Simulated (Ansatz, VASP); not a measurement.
## One calculation of KMnF3, two programs

INCAR

```
PREC = Accurate
ENCUT = 600
EDIFF = 1E-6
ISMEAR = -1
SIGMA = 0.05
LREAL = F
LASPH = T
NELM = 120
ALGO = Normal
ISIF = 2
LWAVE = F
LCHARG = T
LELF = T
LVHAR = T
NBANDS = 30
GGA_COMPAT = F
```

KPOINTS

```
Automatic mesh
0
Gamma
  5 5 5
```

POSCAR

```
KMnF3
1.0
    4.1869000000      0.0000000000      0.0000000000
    0.0000000000      4.1869000000      0.0000000000
    0.0000000000      0.0000000000      4.1869000000
F K Mn
3 1 1
Direct
    0.5000000000      0.0000000000      0.0000000000
    0.0000000000      0.5000000000      0.0000000000
    0.0000000000      0.0000000000      0.5000000000
    0.5000000000      0.5000000000      0.5000000000
    0.0000000000      0.0000000000      0.0000000000
```

Input for Ansatz:

```yaml
crystal:
  lattice:
    - [4.1869, 0.0, 0.0]
    - [0.0, 4.1869, 0.0]
    - [0.0, 0.0, 4.1869]
  atoms:
    - { symbol: F, position: [0.5, 0.0, 0.0] }
    - { symbol: F, position: [0.0, 0.5, 0.0] }
    - { symbol: F, position: [0.0, 0.0, 0.5] }
    - { symbol: K, position: [0.5, 0.5, 0.5] }
    - { symbol: Mn, position: [0.0, 0.0, 0.0] }
hamiltonian:
  xc: lda
  pseudopotentials: { kind: paw }
basis:
  ecutwfc: 420
kpoints:
  mp_grid: { grid: [5, 5, 5] }
scf:
  occupations: { method: fermi_dirac, width: 0.05 }
  lower_state_search: "off"
  algorithm: density_mixing
  max_iter: 60
  mixing: { algorithm: broyden, beta: 0.5, preconditioner: kerker }
output:
  forces: true
  stress: true
```

Alike in both runs: task single point; functional LDA; k mesh 5 × 5 × 5; occupations fermi-dirac, width 0.05 eV; no spin polarisation.

```csv
,VASP,Ansatz
version,VASP 6.6.1,Ansatz 0.2.0
potentials or method,"VASP PAW LDA potentials, release 64 (F, K_sv, Mn_pv), cutoff 600 eV","PAW, plane waves, scalar-relativistic"
valence electrons in the cell,43,45
```

|  | VASP | Ansatz | Ansatz less VASP |
| --- | --- | --- | --- |
| pressure (GPa) | -15.1 | -15.2 | -0.05 |

LDA's correlation is that of Perdew and Zunger in VASP and of Perdew and Wang (1992) in Ansatz. VASP's potentials hold 43 valence electrons a cell and Ansatz's 45, so a difference there can come from the potentials and not from the codes.
